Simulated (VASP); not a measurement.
# GaN (I-4m2) in VASP: further runs

Runs on GaN. Level: r2SCAN. Tasks: single point.

Program: VASP 6.6.1. These are calculated values, not measurements. Logs are shortened: lines on timing, memory, paths and dates and some standing lists are left out, and cuts for length are marked.

## (1) The cell of the first run

It takes space group I-4m2 (No. 119, tetragonal). The conventional cell has a = 3.187 Å, b = 3.187 Å, c = 4.394 Å, α = 90.00°, β = 90.00°, γ = 90.00°. Ga (site symmetry -4m2) has 4 N at 1.94 Å within 2.6 Å. N (site symmetry -4m2) has 4 Ga at 1.94 Å within 2.6 Å.

## (2) Single point, r2SCAN (strain -0.0250 x Voigt [0, 0, 1, 0, 0, 0])

The input, POSCAR:

```
GaN
1.0
    0.0000000000      2.2535006075      2.1971630923
    2.2535006075      0.0000000000      2.1971630923
    2.2535006075      2.2535006075      0.0000000000
Ga N
1 1
Direct
    0.0000000000      0.0000000000      0.0000000000
    0.7500000000      0.7500000000      0.7500000000
```

The input, INCAR.step1:

```
PREC     = Accurate       # precision mode
ENCUT    = 520            # plane-wave cutoff, eV
ISMEAR   = 0              # smearing method
SIGMA    = 0.05           # smearing width, eV
LREAL    = F              # projectors in reciprocal space
LASPH    = T              # aspherical terms in the spheres
NELM     = 100            # most SCF steps
NBANDS   = 16             # bands
GGA      = PE             # functional
ALGO     = Normal         # electronic algorithm
EDIFF    = 1E-4           # SCF threshold, eV
LWAVE    = T              # write WAVECAR
LCHARG   = F              # write CHGCAR
```

The input, INCAR.step2:

```
PREC     = Accurate       # precision mode
ENCUT    = 520            # plane-wave cutoff, eV
EDIFF    = 1E-7           # SCF threshold, eV
ISMEAR   = 0              # smearing method
SIGMA    = 0.05           # smearing width, eV
LREAL    = F              # projectors in reciprocal space
LASPH    = T              # aspherical terms in the spheres
NELM     = 100            # most SCF steps
ALGO     = Normal         # electronic algorithm
ISIF     = 2              # what is computed and relaxed
LWAVE    = F              # write WAVECAR
LCHARG   = T              # write CHGCAR
METAGGA  = R2SCAN         # meta-GGA
LMIXTAU  = T            
LELF     = T              # ELF
LVHAR    = T            
NBANDS   = 16             # bands
ISTART   = 1
```

The input, KPOINTS:

```
Automatic mesh
0
Gamma
  10 10 10
```

Potentials or basis: VASP PAW PBE potentials, release 64 (Ga_d, N).

On the command line:

```console
$ cat potpaw_PBE.64/Ga_d/POTCAR potpaw_PBE.64/N/POTCAR > POTCAR
$ cp INCAR.step1 INCAR
$ mpirun -np 1 vasp_std > vasp.out
$ cp INCAR.step2 INCAR
$ mpirun -np 1 vasp_std > vasp.out
```

OUTCAR:

```text
PREC = Accurate
   ENCUT = 520
   EDIFF = 1E-7
   ISMEAR = 0
   LREAL = F
   LASPH = T
   NELM = 100
   ISIF = 2
   METAGGA = R2SCAN
   ISTART = 1

 ion  position               nearest neighbor table
   1  0.000  0.000  0.000-   2 1.94   2 1.94   2 1.94   2 1.94
   2  0.750  0.750  0.750-   1 1.94   1 1.94   1 1.94   1 1.94

  LATTYP: Found a body centered tetragonal cell.
 ALAT       =     3.1869311219
 C/A-ratio  =     1.3788582233

  Lattice vectors:

 A1 = (   0.0000000000,  -2.2535006075,  -2.1971630923)
 A2 = (   0.0000000000,   2.2535006075,  -2.1971630923)
 A3 = (   2.2535006075,   0.0000000000,   2.1971630923)

Analysis of symmetry for initial positions (statically):
=====================================================================
 Subroutine PRICEL returns:
 Original cell was already a primitive cell.

 Routine SETGRP: Setting up the symmetry group for a
 body centered tetragonal supercell.

 Subroutine GETGRP returns: Found  8 space group operations
 (whereof  8 operations were pure point group operations)
 out of a pool of 16 trial point group operations.

The static configuration has the point symmetry D_2d.

Analysis of symmetry for dynamics (positions and initial velocities):
=====================================================================
 Subroutine PRICEL returns:
 Original cell was already a primitive cell.

 Routine SETGRP: Setting up the symmetry group for a
 body centered tetragonal supercell.

 Subroutine GETGRP returns: Found  8 space group operations
 (whereof  8 operations were pure point group operations)
 out of a pool of 16 trial point group operations.

The dynamic configuration has the point symmetry D_2d.

 Subroutine INISYM returns: Found  8 space group operations
 (whereof  8 operations are pure point group operations),
 and found     1 'primitive' translations

----------------------------------------------------------------------------------------

                                     Primitive cell

  volume of cell :      22.3156

  direct lattice vectors                    reciprocal lattice vectors
     0.000000000  2.253500607  2.197163092    -0.221877020  0.221877020  0.227566175
     2.253500607  0.000000000  2.197163092     0.221877020 -0.221877020  0.227566175
     2.253500607  2.253500607  0.000000000     0.221877020  0.221877020 -0.227566175

  length of vectors
     3.147346603  3.147346603  3.186931122     0.387614742  0.387614742  0.387614742

  position of ions in fractional coordinates (direct lattice)
     0.000000000  0.000000000  0.000000000
     0.750000000  0.750000000  0.750000000

  ion indices of the primitive-cell ions
   primitive index   ion index
                 1           1
                 2           2

----------------------------------------------------------------------------------------

 KPOINTS: Automatic mesh

Automatic generation of k-mesh.
 Grid dimensions read from file:
 generate k-points for:   10   10   10

 Generating k-lattice:

  Cartesian coordinates                     Fractional coordinates (reciprocal lattice)
    -0.022187702  0.022187702  0.022756617     0.100000000  0.000000000  0.000000000
     0.022187702 -0.022187702  0.022756617     0.000000000  0.100000000  0.000000000
     0.022187702  0.022187702 -0.022756617    -0.000000000 -0.000000000  0.100000000

  Length of vectors
     0.038761474  0.038761474  0.038761474

  Shift w.r.t. Gamma in fractional coordinates (k-lattice)
     0.000000000  0.000000000  0.000000000

 Subroutine IBZKPT returns following result:
 ===========================================

 Found    102 irreducible k-points:

 Following reciprocal coordinates:
            Coordinates               Weight
  0.000000  0.000000  0.000000      1.000000
  0.100000 -0.000000  0.000000      8.000000
  0.200000 -0.000000  0.000000      8.000000
  0.300000 -0.000000  0.000000      8.000000
  0.400000  0.000000  0.000000      8.000000
  0.500000 -0.000000  0.000000      4.000000
[... 16 lines left out ...]
  0.300000  0.300000  0.000000      2.000000
  0.400000  0.300000  0.000000      8.000000
 [... further k-points ...]
   k-points           NKPTS =    102   k-points in BZ     NKDIM =    102   number of bands    NBANDS=     16
   number of dos      NEDOS =    301   number of ions     NIONS =      2
   total plane-waves  NPLWV =  13824
   dimension x,y,z NGX =    24 NGY =   24 NGZ =   24
   dimension x,y,z NGXF=    48 NGYF=   48 NGZF=   48
   ions per type =               1   1
   NGX,Y,Z   is equivalent  to a cutoff of  12.68, 12.68, 12.52 a.u.
   NGXF,Y,Z  is equivalent  to a cutoff of  25.35, 25.35, 25.04 a.u.
 SYSTEM =  unknown system
   PREC   = accura    normal or accurate (medium, high low for compatibility)
   ISTART =      1    job   : 0-new  1-cont  2-samecut
   ICHARG =      0    charge: 1-file 2-atom 10-const
   ISPIN  =      1    spin polarized calculation?
   LNONCOLLINEAR =      F non collinear calculations
   LSORBIT =      F    spin-orbit coupling
   LASPH  =      T    aspherical Exc in radial PAW
   ENCUT  =  520.0 eV  38.22 Ry    6.18 a.u.   5.85  5.85  5.93*2*pi/ulx,y,z
   NELM   =    100;   NELMIN=  2; NELMDL=  0     # of ELM steps
   EDIFF  = 0.1E-06   stopping-criterion for ELM
   LREAL  =      F    real-space projection
   EDIFFG = 0.1E-05   stopping-criterion for IOM
   NSW    =      0    number of steps for IOM
   IBRION =     -1    ionic relax: 0-MD 1-quasi-New 2-CG
   NFREE  =      0    steps in history (QN), initial steepest desc. (CG)
   ISIF   =      2    stress and relaxation
   ISYM   =      2    0-nonsym 1-usesym 2-fastsym
   POTIM  = 0.5000    time-step for ionic-motion
   TEBEG  =    0.0;   TEEND  =   0.0 temperature during run
   PSTRESS=    0.0 pullay stress
   NELECT =      18.0000    total number of electrons
   NUPDOWN=      -1.0000    fix difference up-down
   EMIN   =  10.00;   EMAX   =-10.00  energy-range for DOS
   EFERMI =   0.00;   METHOD = LEGACY
   ISMEAR =     0;   SIGMA  =   0.05  broadening in eV -4-tet -1-fermi 0-gaus
   EFERMI_NEDOS =   21; number of points for ismear=-14 and -15
   IALGO  =     38    algorithm
   IMIX   =      4    mixing-type and parameters
     AMIX     =   0.40;   BMIX     =  1.00
     AMIX_MAG =   1.60;   BMIX_MAG =  1.00
  volume/ion in A,a.u.               =      11.16        75.30
  Fermi-wavevector in a.u.,A,eV,Ry     =   1.523923  2.879798 31.597385  2.322342
  Thomas-Fermi vector in A             =   2.632300
   LORBIT       =      0    0 simple, 1 ext, 2 COOP (PROOUT), +10 PAW based schemes
   METAGGA = R2SCAN    functional components
   LHFCALC =     F    Hartree Fock is set to
   AEXX    =    0.0000 exact exchange contribution
   IVDW    =     0    specifies the selected vdW correction
   LEPSILON=     F    determine dielectric tensor
   LRPA    =     F    only Hartree local field effects (RPA)
 non-spin polarized calculation
 Gauss-broadening in eV      SIGMA  =   0.05
  energy-cutoff  :      520.00
  volume of cell :       22.32
 maximum number of plane-waves:       614
   NGX = 11   NGY = 11   NGZ = 11

 number of electron      18.0000012 magnetization

 Free energy of the ion-electron system (eV)
  ---------------------------------------------------
  ext. energy  EPLUGINS =         0.00000000
  ---------------------------------------------------
  free energy    TOTEN  =       -21.88402064 eV

  energy without entropy =      -21.88402064  energy(sigma->0) =      -21.88402064

 E-fermi :   5.6934     XC(G=0): -12.7853

 val. band max:        5.3712559369   @ k =   0.0000   0.0000   0.0000
 cond. band min:       7.5820318354   @ k =   0.0000   0.0000   0.0000
 fundamental gap:      2.2107758984
 Fermi energy:         5.6933869895

 k-point     1 :       0.0000    0.0000    0.0000
  band No.  band energies     occupation
      1     -11.6554      2.00000
      2      -8.5669      2.00000
      3      -8.5669      2.00000
      4      -8.5399      2.00000
      5      -8.1807      2.00000
      6      -8.1784      2.00000
[... 8 lines left out ...]
     15      24.9372      0.00000
     16      24.9372      0.00000

 k-point     2 :       0.1000   -0.0000    0.0000
  band No.  band energies     occupation
      1     -11.5392      2.00000
      2      -8.5516      2.00000
      3      -8.5402      2.00000
      4      -8.5124      2.00000
      5      -8.1813      2.00000
      6      -8.1803      2.00000
[... 8 lines left out ...]
     15      23.6429      0.00000
     16      24.3496      0.00000

 k-point     3 :       0.2000   -0.0000    0.0000
  band No.  band energies     occupation
      1     -11.2393      2.00000
      2      -8.5159      2.00000
      3      -8.4983      2.00000
      4      -8.3602      2.00000
      5      -8.1806      2.00000
      6      -8.1780      2.00000
[... 8 lines left out ...]
     15      22.8324      0.00000
     16      23.3483      0.00000

 k-point     4 :       0.3000   -0.0000    0.0000
  band No.  band energies     occupation
      1     -10.8982      2.00000
      2      -8.4833      2.00000
      3      -8.4638      2.00000
      4      -8.1719      2.00000
      5      -8.1610      2.00000
      6      -7.9816      2.00000
[... 8 lines left out ...]
     15      23.5509      0.00000
     16      23.6664      0.00000
[... 324 lines left out ...]
 k-point    22 :      -0.2000    0.2000    0.0000
  band No.  band energies     occupation
      1     -10.7979      2.00000
      2      -8.4488      2.00000
      3      -8.4416      2.00000
      4      -8.1999      2.00000
      5      -8.1995      2.00000
      6      -7.8269      2.00000
[... 8 lines left out ...]
     15      23.7091      0.00000
     16      27.4271      0.00000

 k-point    23 :       0.3000    0.3000    0.0000
  band No.  band energies     occupation
      1     -10.6737      2.00000
      2      -8.3882      2.00000
      3      -8.3512      2.00000
      4      -8.3512      2.00000
      5      -8.1193      2.00000
      6      -7.7529      2.00000
[... 8 lines left out ...]
     15      28.0087      0.00000
     16      29.0634      0.00000

 k-point    24 :       0.4000    0.3000    0.0000
  band No.  band energies     occupation
      1     -10.5192      2.00000
      2      -8.4062      2.00000
      3      -8.3104      2.00000
      4      -8.3066      2.00000
      5      -8.1071      2.00000
      6      -7.3178      2.00000
[... 8 lines left out ...]
     15      28.6579      0.00000
     16      28.9723      0.00000

 [... further k-points ...]

------------------------ aborting loop because EDIFF is reached ----------------------------------------

  FORCE on cell =-STRESS in cart. coord.  units (eV):
  Direction    XX          YY          ZZ          XY          YZ          ZX
  --------------------------------------------------------------------------------------
  -------------------------------------------------------------------------------------
  Total        0.5609809      0.5609809      0.9907295      0.0000000      0.0000000      0.0000000
  in kB       40.2764342     40.2764342     71.1308549      0.0000000      0.0000000      0.0000000
  external PRESSURE =      50.5612411 kB  Pullay stress =       0.0000000 kB

 VOLUME and BASIS-vectors are now :
 -----------------------------------------------------------------------------
  energy-cutoff  :      520.00
  volume of cell :       22.32
      direct lattice vectors                 reciprocal lattice vectors
     0.000000000  2.253500607  2.197163092    -0.221877020  0.221877020  0.227566175
     2.253500607  0.000000000  2.197163092     0.221877020 -0.221877020  0.227566175
     2.253500607  2.253500607  0.000000000     0.221877020  0.221877020 -0.227566175

 POSITION                                       TOTAL-FORCE (eV/Angst)
 -----------------------------------------------------------------------------------
      0.00000      0.00000      0.00000        -0.000000      0.000000     -0.000000
      3.38025      3.38025      3.29574         0.000000     -0.000000      0.000000
 -----------------------------------------------------------------------------------
    total drift:                               -0.000009     -0.000009     -0.000005

  FREE ENERGIE OF THE ION-ELECTRON SYSTEM (eV)
  ---------------------------------------------------
  free  energy   TOTEN  =       -21.8840206402 eV

  energy  without entropy=      -21.8840206402  energy(sigma->0) =      -21.88402064
```

It took 3.7 min on 1 thread of Intel Xeon 8259CL, shared host; peak memory 0.17 GiB.

Results:

| Item | Value |
| --- | --- |
| Free energy | -21.8840 eV |
| Pressure | 5.1 GPa |
| Band gap on the k mesh | 2.21 eV |

Stress tensor (GPa, compression positive):
```
4.03 0.00 0.00
0.00 4.03 0.00
0.00 0.00 7.11
```

Levels at points of the mesh, in eV from the valence-band top:
| k point | band 5 | band 6 | band 7 | band 8 | band 9 | band 10 | band 11 | band 12 | band 13 | band 14 |
| --- | --- | --- | --- | --- | --- | --- | --- | --- | --- | --- |
| (0.00, 0.00, 0.00) | -13.55 | -13.55 | -0.11 | -0.11 | 0.00 | 2.21 | 11.05 | 11.12 | 11.12 | 18.84 |
| (0.50, 0.00, 0.00) | -13.49 | -12.42 | -7.40 | -1.20 | -1.01 | 5.25 | 9.51 | 10.86 | 11.28 | 16.64 |
| (0.50, 0.50, 0.00) | -13.46 | -11.95 | -6.21 | -3.08 | -3.08 | 3.59 | 7.03 | 12.96 | 15.05 | 15.05 |
| (0.50, 0.00, 0.50) | -13.47 | -12.09 | -6.49 | -2.89 | -2.87 | 3.76 | 7.47 | 12.57 | 14.88 | 15.51 |

Caveat: the cell differs from its parent crystal (strain -0.0250 x Voigt [0, 0, 1, 0, 0, 0]); the cell stands under pressure; the PAW data sets were made with another functional, which shifts forces and pressure a little.

(Continued in part 2 of 2.)
